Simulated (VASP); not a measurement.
# RbYO3 (Pm-3m) in VASP: single point with LDA

Aim: the single point of RbYO3 with LDA.

Everything below comes from runs of VASP 6.6.1. Logs are shortened: lines on timing, memory, paths and dates and some standing lists are left out, and cuts for length are marked.

## 1. The cell of the first run

The structure is cubic, space group Pm-3m (No. 221). Conventional cell: a = 4.543 Å, b = 4.543 Å, c = 4.543 Å, α = 90.00°, β = 90.00°, γ = 90.00°. Within 4.2 Å of Rb (site symmetry m-3m) lie 12 O at 3.21 Å and 8 Y at 3.93 Å. Y (site symmetry m-3m) has 6 O at 2.27 Å within 3.0 Å. Within 3.0 Å of O (site symmetry 4/mmm) lie 2 Y at 2.27 Å.

## 2. Single point, LDA

Input file INCAR:

```
SYSTEM = RbYO3
ALGO     = Normal         ! electronic algorithm
EDIFF    = 1E-7           ! SCF threshold, eV
ENCUT    = 520            ! plane-wave cutoff, eV
ISIF     = 2              ! what is computed and relaxed
ISMEAR   = 0              ! smearing method
LASPH    = .TRUE.         ! aspherical terms in the spheres
LCHARG   = .FALSE.        ! write CHGCAR
LREAL    = .FALSE.        ! projectors in reciprocal space
LWAVE    = .FALSE.        ! write WAVECAR
NBANDS   = 27             ! bands
NELM     = 100            ! most SCF steps
PREC     = Accurate       ! precision mode
SIGMA    = 0.1            ! smearing width, eV
```

Input file KPOINTS:

```
k-points
0
G
  6 6 6
  0 0 0
```

Input file POSCAR:

```
RbYO3
1.0
    4.5430950000      0.0000000000      0.0000000000
    0.0000000000      4.5430950000      0.0000000000
    0.0000000000      0.0000000000      4.5430950000
Rb Y O
1 1 3
Direct
    0.0000000000      0.0000000000      0.0000000000
    0.5000000000      0.5000000000      0.5000000000
    0.5000000000      0.5000000000      0.0000000000
    0.5000000000      0.0000000000      0.5000000000
    0.0000000000      0.5000000000      0.5000000000
```

Potentials or basis: VASP PAW LDA potentials, release 64 (Rb_sv, Y_sv, O).

On the command line:

```
$ cat potpaw_LDA.64/Rb_sv/POTCAR potpaw_LDA.64/Y_sv/POTCAR potpaw_LDA.64/O/POTCAR > POTCAR
$ mpirun -np 1 vasp_std > vasp.out
```

OUTCAR:

```text
SYSTEM = RbYO3
   EDIFF = 1E-7
   ENCUT = 520
   ISIF = 2
   ISMEAR = 0
   LASPH = .TRUE.
   LREAL = .FALSE.
   NELM = 100
   PREC = Accurate

 ion  position               nearest neighbor table
   1  0.000  0.000  0.000-   3 3.21   4 3.21   5 3.21   4 3.21   5 3.21   3 3.21   5 3.21   5 3.21
                             3 3.21   4 3.21   4 3.21   3 3.21   2 3.93   2 3.93   2 3.93   2 3.93
   2  0.500  0.500  0.500-   3 2.27   4 2.27   5 2.27   3 2.27   4 2.27   5 2.27   1 3.93   1 3.93
                             1 3.93   1 3.93   1 3.93   1 3.93   1 3.93   1 3.93
   3  0.500  0.500  0.000-   2 2.27   2 2.27   1 3.21   1 3.21   1 3.21   1 3.21
   4  0.500  0.000  0.500-   2 2.27   2 2.27   1 3.21   1 3.21   1 3.21   1 3.21
   5  0.000  0.500  0.500-   2 2.27   2 2.27   1 3.21   1 3.21   1 3.21   1 3.21

  LATTYP: Found a simple cubic cell.
 ALAT       =     4.5430950000

  Lattice vectors:

 A1 = (   4.5430950000,   0.0000000000,   0.0000000000)
 A2 = (   0.0000000000,   4.5430950000,   0.0000000000)
 A3 = (   0.0000000000,   0.0000000000,   4.5430950000)

Analysis of symmetry for initial positions (statically):
=====================================================================
 Subroutine PRICEL returns:
 Original cell was already a primitive cell.

 Routine SETGRP: Setting up the symmetry group for a
 simple cubic supercell.

 Subroutine GETGRP returns: Found 48 space group operations
 (whereof 48 operations were pure point group operations)
 out of a pool of 48 trial point group operations.

The static configuration has the point symmetry O_h .

Analysis of symmetry for dynamics (positions and initial velocities):
=====================================================================
 Subroutine PRICEL returns:
 Original cell was already a primitive cell.

 Routine SETGRP: Setting up the symmetry group for a
 simple cubic supercell.

 Subroutine GETGRP returns: Found 48 space group operations
 (whereof 48 operations were pure point group operations)
 out of a pool of 48 trial point group operations.

The dynamic configuration has the point symmetry O_h .

 Subroutine INISYM returns: Found 48 space group operations
 (whereof 48 operations are pure point group operations),
 and found     1 'primitive' translations

----------------------------------------------------------------------------------------

                                     Primitive cell

  volume of cell :      93.7682

  direct lattice vectors                    reciprocal lattice vectors
     4.543095000  0.000000000  0.000000000     0.220114261  0.000000000  0.000000000
     0.000000000  4.543095000  0.000000000     0.000000000  0.220114261  0.000000000
     0.000000000  0.000000000  4.543095000     0.000000000  0.000000000  0.220114261

  length of vectors
     4.543095000  4.543095000  4.543095000     0.220114261  0.220114261  0.220114261

  position of ions in fractional coordinates (direct lattice)
     0.000000000  0.000000000  0.000000000
     0.500000000  0.500000000  0.500000000
     0.500000000  0.500000000  0.000000000
     0.500000000  0.000000000  0.500000000
     0.000000000  0.500000000  0.500000000

  ion indices of the primitive-cell ions
   primitive index   ion index
                 1           1
                 2           2
                 3           3
                 4           4
                 5           5

----------------------------------------------------------------------------------------

 KPOINTS: k-points

Automatic generation of k-mesh.
 Grid dimensions read from file:
 generate k-points for:    6    6    6

 Generating k-lattice:

  Cartesian coordinates                     Fractional coordinates (reciprocal lattice)
     0.036685710  0.000000000  0.000000000     0.166666667  0.000000000  0.000000000
     0.000000000  0.036685710  0.000000000     0.000000000  0.166666667  0.000000000
     0.000000000  0.000000000  0.036685710     0.000000000  0.000000000  0.166666667

  Length of vectors
     0.036685710  0.036685710  0.036685710

  Shift w.r.t. Gamma in fractional coordinates (k-lattice)
     0.000000000  0.000000000  0.000000000

 Subroutine IBZKPT returns following result:
 ===========================================

 Found     20 irreducible k-points:

 Following reciprocal coordinates:
            Coordinates               Weight
  0.000000  0.000000  0.000000      1.000000
  0.166667  0.000000  0.000000      6.000000
  0.333333  0.000000  0.000000      6.000000
  0.500000  0.000000  0.000000      3.000000
  0.166667  0.166667  0.000000     12.000000
  0.333333  0.166667  0.000000     24.000000
[... 12 lines left out ...]
  0.500000  0.500000  0.333333      6.000000
  0.500000  0.500000  0.500000      1.000000
   k-points           NKPTS =     20   k-points in BZ     NKDIM =     20   number of bands    NBANDS=     27
   number of dos      NEDOS =    301   number of ions     NIONS =      5
   total plane-waves  NPLWV =  46656
   dimension x,y,z NGX =    36 NGY =   36 NGZ =   36
   dimension x,y,z NGXF=    72 NGYF=   72 NGZF=   72
   ions per type =               1   1   3
   NGX,Y,Z   is equivalent  to a cutoff of  13.17, 13.17, 13.17 a.u.
   NGXF,Y,Z  is equivalent  to a cutoff of  26.35, 26.35, 26.35 a.u.
 SYSTEM =  RbYO3
   PREC   = accura    normal or accurate (medium, high low for compatibility)
   ISTART =      0    job   : 0-new  1-cont  2-samecut
   ICHARG =      2    charge: 1-file 2-atom 10-const
   ISPIN  =      1    spin polarized calculation?
   LNONCOLLINEAR =      F non collinear calculations
   LSORBIT =      F    spin-orbit coupling
   LASPH  =      T    aspherical Exc in radial PAW
   ENCUT  =  520.0 eV  38.22 Ry    6.18 a.u.   8.45  8.45  8.45*2*pi/ulx,y,z
   NELM   =    100;   NELMIN=  2; NELMDL= -5     # of ELM steps
   EDIFF  = 0.1E-06   stopping-criterion for ELM
   LREAL  =      F    real-space projection
   EDIFFG = 0.1E-05   stopping-criterion for IOM
   NSW    =      0    number of steps for IOM
   IBRION =     -1    ionic relax: 0-MD 1-quasi-New 2-CG
   NFREE  =      0    steps in history (QN), initial steepest desc. (CG)
   ISIF   =      2    stress and relaxation
   ISYM   =      2    0-nonsym 1-usesym 2-fastsym
   POTIM  = 0.5000    time-step for ionic-motion
   TEBEG  =    0.0;   TEEND  =   0.0 temperature during run
   PSTRESS=    0.0 pullay stress
   NELECT =      38.0000    total number of electrons
   NUPDOWN=      -1.0000    fix difference up-down
   EMIN   =  10.00;   EMAX   =-10.00  energy-range for DOS
   EFERMI =   0.00;   METHOD = LEGACY
   ISMEAR =     0;   SIGMA  =   0.10  broadening in eV -4-tet -1-fermi 0-gaus
   EFERMI_NEDOS =   21; number of points for ismear=-14 and -15
   IALGO  =     38    algorithm
   IMIX   =      4    mixing-type and parameters
     AMIX     =   0.40;   BMIX     =  1.00
     AMIX_MAG =   1.60;   BMIX_MAG =  1.00
  volume/ion in A,a.u.               =      18.75       126.56
  Fermi-wavevector in a.u.,A,eV,Ry     =   1.211484  2.289372 19.969169  1.467693
  Thomas-Fermi vector in A             =   2.346998
   LORBIT       =      0    0 simple, 1 ext, 2 COOP (PROOUT), +10 PAW based schemes
   GGA     = CA    functional components
   LHFCALC =     F    Hartree Fock is set to
   AEXX    =    0.0000 exact exchange contribution
   IVDW    =     0    specifies the selected vdW correction
   LEPSILON=     F    determine dielectric tensor
   LRPA    =     F    only Hartree local field effects (RPA)
 non-spin polarized calculation
 Gauss-broadening in eV      SIGMA  =   0.10
  energy-cutoff  :      520.00
  volume of cell :       93.77
 maximum number of plane-waves:      2560
 NGX is ok and might be reduce to    36
   NGX = 17   NGY = 17   NGZ = 17

 number of electron      38.0000015 magnetization

 Free energy of the ion-electron system (eV)
  ---------------------------------------------------
  ext. energy  EPLUGINS =         0.00000000
  ---------------------------------------------------
  free energy    TOTEN  =       -34.05570542 eV

  energy without entropy =      -34.01939074  energy(sigma->0) =      -34.03754808

 E-fermi :  -1.1863     XC(G=0):  -9.6402

 val. band max:       -1.2002366800   @ k =   0.3333   0.1667   0.0000
 cond. band min:      -1.1561603661   @ k =   0.5000   0.0000   0.0000
 fundamental gap:      0.0440763138
 Fermi energy:        -1.1863433387

 k-point     1 :       0.0000    0.0000    0.0000
  band No.  band energies     occupation
      1     -39.8880      2.00000
      2     -24.8513      2.00000
      3     -20.1714      2.00000
      4     -20.1714      2.00000
      5     -20.1714      2.00000
      6     -16.3131      2.00000
[... 19 lines left out ...]
     26       6.2772      0.00000
     27       8.2045      0.00000

 k-point     2 :       0.1667    0.0000    0.0000
  band No.  band energies     occupation
      1     -39.8872      2.00000
      2     -24.8494      2.00000
      3     -20.2932      2.00000
      4     -20.1700      2.00000
      5     -20.1700      2.00000
      6     -16.2721      2.00000
[... 19 lines left out ...]
     26       6.5614      0.00000
     27       8.1805      0.00000

 k-point     3 :       0.3333    0.0000    0.0000
  band No.  band energies     occupation
      1     -39.8856      2.00000
      2     -24.8454      2.00000
      3     -20.5074      2.00000
      4     -20.1670      2.00000
      5     -20.1670      2.00000
      6     -16.2703      2.00000
[... 19 lines left out ...]
     26       7.0803      0.00000
     27       8.0827      0.00000

 k-point     4 :       0.5000    0.0000    0.0000
  band No.  band energies     occupation
      1     -39.8849      2.00000
      2     -24.8435      2.00000
      3     -20.6033      2.00000
      4     -20.1655      2.00000
      5     -20.1655      2.00000
      6     -16.2761      2.00000
[... 19 lines left out ...]
     26       7.4692      0.00000
     27       7.9398      0.00000
[... 396 lines left out ...]
      4     -20.5019      2.00000
      5     -20.4989      2.00000
      6     -15.4578      2.00000
[... 19 lines left out ...]
     26       7.6939      0.00000
     27       9.2384      0.00000

 k-point    19 :       0.5000    0.5000    0.3333
  band No.  band energies     occupation
      1     -39.8795      2.00000
      2     -24.8288      2.00000
      3     -20.5972      2.00000
      4     -20.5972      2.00000
      5     -20.4985      2.00000
      6     -15.4289      2.00000
[... 19 lines left out ...]
     26       7.7672      0.00000
     27       8.7539      0.00000

 k-point    20 :       0.5000    0.5000    0.5000
  band No.  band energies     occupation
      1     -39.8787      2.00000
      2     -24.8270      2.00000
      3     -20.5951      2.00000
      4     -20.5951      2.00000
      5     -20.5951      2.00000
      6     -15.1881      2.00000
[... 19 lines left out ...]
     26       7.2156      0.00000
     27       8.4531      0.00000

------------------------ aborting loop because EDIFF is reached ----------------------------------------

  FORCE on cell =-STRESS in cart. coord.  units (eV):
  Direction    XX          YY          ZZ          XY          YZ          ZX
  --------------------------------------------------------------------------------------
  -------------------------------------------------------------------------------------
  Total       -4.5528085     -4.5528085     -4.5528085      0.0000000      0.0000000     -0.0000000
  in kB      -77.7919240    -77.7919240    -77.7919240      0.0000000      0.0000000     -0.0000000
  external PRESSURE =     -77.7919240 kB  Pullay stress =       0.0000000 kB

 VOLUME and BASIS-vectors are now :
 -----------------------------------------------------------------------------
  energy-cutoff  :      520.00
  volume of cell :       93.77
      direct lattice vectors                 reciprocal lattice vectors
     4.543095000  0.000000000  0.000000000     0.220114261  0.000000000  0.000000000
     0.000000000  4.543095000  0.000000000     0.000000000  0.220114261  0.000000000
     0.000000000  0.000000000  4.543095000     0.000000000  0.000000000  0.220114261

 POSITION                                       TOTAL-FORCE (eV/Angst)
 -----------------------------------------------------------------------------------
      0.00000      0.00000      0.00000         0.000000      0.000000      0.000000
      2.27155      2.27155      2.27155         0.000000      0.000000      0.000000
      2.27155      2.27155      0.00000         0.000000      0.000000      0.000000
      2.27155      0.00000      2.27155         0.000000      0.000000      0.000000
      0.00000      2.27155      2.27155         0.000000      0.000000      0.000000
 -----------------------------------------------------------------------------------
    total drift:                                0.000000      0.000000      0.000000

  FREE ENERGIE OF THE ION-ELECTRON SYSTEM (eV)
  ---------------------------------------------------
  free  energy   TOTEN  =       -34.0557054231 eV

  energy  without entropy=      -34.0193907435  energy(sigma->0) =      -34.03754808
```

It used 130 s of CPU time on 1 thread of AMD EPYC 7R13 Processor (Zen 3) (shared host).

Results:

* Free energy: -34.0557 eV
* Pressure: -7.8 GPa
* Band gap on the k mesh: zero (band 19 reaches -0.86 eV, above the bottom of band 20 at -1.32 eV)
